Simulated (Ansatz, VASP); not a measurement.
# Two plane-wave programs on Cu12HF

```
Cu F H
1.0
     5.13195    0.00000    0.00000
    -2.56598    4.44440    0.00000
     0.00000    0.00000   22.12157
Cu F H
12 1 1
Direct
  0.33333 0.16667 0.18082
  0.33333 0.66667 0.18082
  0.83333 0.16667 0.18082
  0.83333 0.66667 0.18082
  0.16667 0.33333 0.27397
  0.16667 0.83333 0.27397
  0.66667 0.33333 0.27397
  0.66667 0.83333 0.27397
  0.00000 0.00000 0.36713
  0.00000 0.50000 0.36713
  0.50000 0.00000 0.36713
  0.50000 0.50000 0.36713
  0.25678 0.24322 0.52987
  0.40989 0.09011 0.52987
```

Alike in both runs: task single point; functional PBE; k mesh 6 × 6 × 1; occupations gaussian, width 0.1 eV; no spin polarisation.

```csv
,VASP,Ansatz
version,VASP 6.6.1,Ansatz 0.2.0
potentials or method,"VASP PAW PBE potentials, release 64 (Cu, F, H), cutoff 520 eV","scalar-relativistic, plane waves, PAW"
valence electrons in the cell,140,236
```

```csv
,VASP,Ansatz,Ansatz less VASP
gap on the k mesh at the Fermi level (eV),none,none,-
rms of the force components (eV/Å),1.268,1.279,+0.0110
```

Atom by atom the forces differ by 0.015 eV/Å (rms over components). A gap of «none» marks a metal or a gap that the smearing closes. VASP's potentials hold 140 valence electrons a cell and Ansatz's 236, so a difference there can come from the potentials and not from the codes.
